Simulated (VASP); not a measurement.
# Re (Fm-3m) in VASP: single point with PBEsol

Aim: the single point of Re with PBEsol.

Everything below comes from runs of VASP 6.6.1. Logs are shortened: lines on timing, memory, paths and dates and some standing lists are left out, and cuts for length are marked.

## (1) The cell of the first run

The structure is cubic, space group Fm-3m (No. 225). The conventional cell has a = 3.881 Å, b = 3.881 Å, c = 3.881 Å, α = 90.00°, β = 90.00°, γ = 90.00°. Within 3.6 Å of Re (site symmetry m-3m) lie 12 Re at 2.74 Å.

## (2) Single point, PBEsol

Input file INCAR:

```
SYSTEM = Re
  PREC = Accurate
  ENCUT = 520
  EDIFF = 1E-6
  ISMEAR = -1
  SIGMA = 0.1
  LREAL = .False.
  LASPH = .True.
  NELM = 100
  ALGO = Normal
  ISIF = 2
  LWAVE = .False.
  LCHARG = .False.
  GGA = PS
  NBANDS = 10
```

Input file KPOINTS:

```
Automatic mesh
0
Gamma
  18 18 18
  0 0 0
```

Input file POSCAR:

```
Re
1.0
    0.0000000000      1.9404785907      1.9404785907
    1.9404785907      0.0000000000      1.9404785907
    1.9404785907      1.9404785907      0.0000000000
Re
1
Direct
    0.0000000000      0.0000000000      0.0000000000
```

Potentials or basis: VASP PAW PBE potentials, release 64 (Re).

Command:

```console
$ cat potpaw_PBE.64/Re/POTCAR > POTCAR
$ mpirun -np 1 vasp_std > vasp.out
```

OUTCAR:

```text
SYSTEM = Re
   PREC = Accurate
   ENCUT = 520
   EDIFF = 1E-6
   ISMEAR = -1
   LREAL = .False.
   LASPH = .True.
   NELM = 100
   ISIF = 2
   GGA = PS

 ion  position               nearest neighbor table
   1  0.000  0.000  0.000-

  LATTYP: Found a face centered cubic cell.
 ALAT       =     3.8809571814

  Lattice vectors:

 A1 = (   0.0000000000,   1.9404785907,   1.9404785907)
 A2 = (   1.9404785907,   0.0000000000,   1.9404785907)
 A3 = (   1.9404785907,   1.9404785907,   0.0000000000)

Analysis of symmetry for initial positions (statically):
=====================================================================
 Subroutine PRICEL returns:
 Original cell was already a primitive cell.

 Routine SETGRP: Setting up the symmetry group for a
 face centered cubic supercell.

 Subroutine GETGRP returns: Found 48 space group operations
 (whereof 48 operations were pure point group operations)
 out of a pool of 48 trial point group operations.

The static configuration has the point symmetry O_h .

Analysis of symmetry for dynamics (positions and initial velocities):
=====================================================================
 Subroutine PRICEL returns:
 Original cell was already a primitive cell.

 Routine SETGRP: Setting up the symmetry group for a
 face centered cubic supercell.

 Subroutine GETGRP returns: Found 48 space group operations
 (whereof 48 operations were pure point group operations)
 out of a pool of 48 trial point group operations.

The dynamic configuration has the point symmetry O_h .

 Subroutine INISYM returns: Found 48 space group operations
 (whereof 48 operations are pure point group operations),
 and found     1 'primitive' translations

----------------------------------------------------------------------------------------

                                     Primitive cell

  volume of cell :      14.6136

  direct lattice vectors                    reciprocal lattice vectors
     0.000000000  1.940478591  1.940478591    -0.257668393  0.257668393  0.257668393
     1.940478591  0.000000000  1.940478591     0.257668393 -0.257668393  0.257668393
     1.940478591  1.940478591  0.000000000     0.257668393  0.257668393 -0.257668393

  length of vectors
     2.744251140  2.744251140  2.744251140     0.446294748  0.446294748  0.446294748

  position of ions in fractional coordinates (direct lattice)
[... 79 lines left out ...]
   EDIFFG = 0.1E-04   stopping-criterion for IOM
   NSW    =      0    number of steps for IOM
   IBRION =     -1    ionic relax: 0-MD 1-quasi-New 2-CG
   NFREE  =      0    steps in history (QN), initial steepest desc. (CG)
   ISIF   =      2    stress and relaxation
   ISYM   =      2    0-nonsym 1-usesym 2-fastsym
   POTIM  = 0.5000    time-step for ionic-motion
   TEBEG  =    0.0;   TEEND  =   0.0 temperature during run
   PSTRESS=    0.0 pullay stress
   NELECT =       7.0000    total number of electrons
   NUPDOWN=      -1.0000    fix difference up-down
   EMIN   =  10.00;   EMAX   =-10.00  energy-range for DOS
   EFERMI =   0.00;   METHOD = LEGACY
   ISMEAR =    -1;   SIGMA  =   0.10  broadening in eV -4-tet -1-fermi 0-gaus
   EFERMI_NEDOS =   21; number of points for ismear=-14 and -15
   IALGO  =     38    algorithm
   IMIX   =      4    mixing-type and parameters
     AMIX     =   0.40;   BMIX     =  1.00
     AMIX_MAG =   1.60;   BMIX_MAG =  1.00
  volume/ion in A,a.u.               =      14.61        98.62
  Fermi-wavevector in a.u.,A,eV,Ry     =   1.280920  2.420588 22.323840  1.640756
  Thomas-Fermi vector in A             =   2.413320
   LORBIT       =      0    0 simple, 1 ext, 2 COOP (PROOUT), +10 PAW based schemes
   GGA     = PS    functional components
   LHFCALC =     F    Hartree Fock is set to
   AEXX    =    0.0000 exact exchange contribution
   IVDW    =     0    specifies the selected vdW correction
   LEPSILON=     F    determine dielectric tensor
   LRPA    =     F    only Hartree local field effects (RPA)
 non-spin polarized calculation
  energy-cutoff  :      520.00
  volume of cell :       14.61
 maximum number of plane-waves:       411
   NGX = 11   NGY = 11   NGZ = 11

 number of electron       7.0000001 magnetization

 Free energy of the ion-electron system (eV)
  ---------------------------------------------------
  ext. energy  EPLUGINS =         0.00000000
  ---------------------------------------------------
  free energy    TOTEN  =       -13.31478350 eV

  energy without entropy =      -13.28531559  energy(sigma->0) =      -13.30004954

 E-fermi :   8.0669     XC(G=0): -13.8578

 val. band max:        8.0544168285   @ k =  -0.3889   0.4444   0.0556
 cond. band min:       8.0963279283   @ k =  -0.3333   0.2778   0.0000
 fundamental gap:      0.0419110999
 Fermi energy:         8.0669482232

 k-point     1 :       0.0000    0.0000    0.0000
  band No.  band energies     occupation
      1      -2.1403      2.00000
      2       6.1337      2.00000
      3       6.1337      2.00000
      4       6.1337      2.00000
      5       9.3561      0.00001
      6       9.3561      0.00001
      7      22.0317      0.00000
      8      27.7020      0.00000
      9      27.7020      0.00000
     10      27.7020      0.00000
[... 287 lines left out ...]
 k-point    24 :      -0.2222    0.0556    0.0000
  band No.  band energies     occupation
      1       0.1883      2.00000
      2       5.1645      2.00000
      3       6.5975      2.00000
      4       6.7335      2.00000
      5       8.9156      0.00041
      6       9.9837      0.00000
      7      22.4313      0.00000
      8      25.9718      0.00000
      9      30.6986      0.00000
     10      32.0085      0.00000

 [... further k-points ...]

------------------------ aborting loop because EDIFF is reached ----------------------------------------

  FORCE on cell =-STRESS in cart. coord.  units (eV):
  Direction    XX          YY          ZZ          XY          YZ          ZX
  --------------------------------------------------------------------------------------
  -------------------------------------------------------------------------------------
  Total       -0.0050465     -0.0050465     -0.0050465     -0.0000000      0.0000000     -0.0000000
  in kB       -0.5532763     -0.5532763     -0.5532763     -0.0000000      0.0000000     -0.0000000
  external PRESSURE =      -0.5532763 kB  Pullay stress =       0.0000000 kB

 VOLUME and BASIS-vectors are now :
 -----------------------------------------------------------------------------
  energy-cutoff  :      520.00
  volume of cell :       14.61
      direct lattice vectors                 reciprocal lattice vectors
     0.000000000  1.940478591  1.940478591    -0.257668393  0.257668393  0.257668393
     1.940478591  0.000000000  1.940478591     0.257668393 -0.257668393  0.257668393
     1.940478591  1.940478591  0.000000000     0.257668393  0.257668393 -0.257668393

 POSITION                                       TOTAL-FORCE (eV/Angst)
 -----------------------------------------------------------------------------------
      0.00000      0.00000      0.00000        -0.000000      0.000000     -0.000000
 -----------------------------------------------------------------------------------
    total drift:                               -0.000000     -0.000000     -0.000000

  FREE ENERGIE OF THE ION-ELECTRON SYSTEM (eV)
  ---------------------------------------------------
  free  energy   TOTEN  =       -13.3147834979 eV

  energy  without entropy=      -13.2853155921  energy(sigma->0) =      -13.30004954
```

stdout:

```text
POSCAR found type information on POSCAR Re
 POSCAR found :  1 types and       1 ions
 scaLAPACK will be used
 -----------------------------------------------------------------------------
|                                                                             |
|                                                                             |
|     You enforced a specific xc type in the INCAR file but a different       |
|     I HOPE YOU KNOW WHAT YOU ARE DOING!                                     |
|                                                                             |
 -----------------------------------------------------------------------------

 LDA part: xc-table for (Slater+PW92), standard interpolation
 POSCAR, INCAR and KPOINTS ok, starting setup
 FFT: planning ... GRIDC
 FFT: planning ... GRID_SOFT
 FFT: planning ... GRID
 WAVECAR not read
 entering main loop
```

Wall time 23 s (1 thread of AMD EPYC 7R43 (Zen 3), shared host); peak memory 0.11 GiB.

Results:

| Item | Value |
| --- | --- |
| Free energy | -13.3148 eV |
| Pressure | -0.1 GPa |

Levels at points of the mesh, in eV from the Fermi level:
```
           k point  band 1  band 2  band 3  band 4  band 5  band 6  band 7  band 8  band 9
(0.00, 0.00, 0.00)  -10.21   -1.93   -1.93   -1.93    1.29    1.29   13.96   19.64   19.64
(0.50, 0.00, 0.00)   -6.94   -2.15   -2.15    0.23    3.88    3.88   10.07   13.45   20.23
(0.50, 0.50, 0.00)   -6.91   -6.02    2.84    3.83    4.65    4.65   12.34   12.34   13.15
```

Caveat: the PAW data sets were made with another functional, which shifts forces and pressure a little; spin-orbit coupling is left out, which moves the levels of the heavy elements.
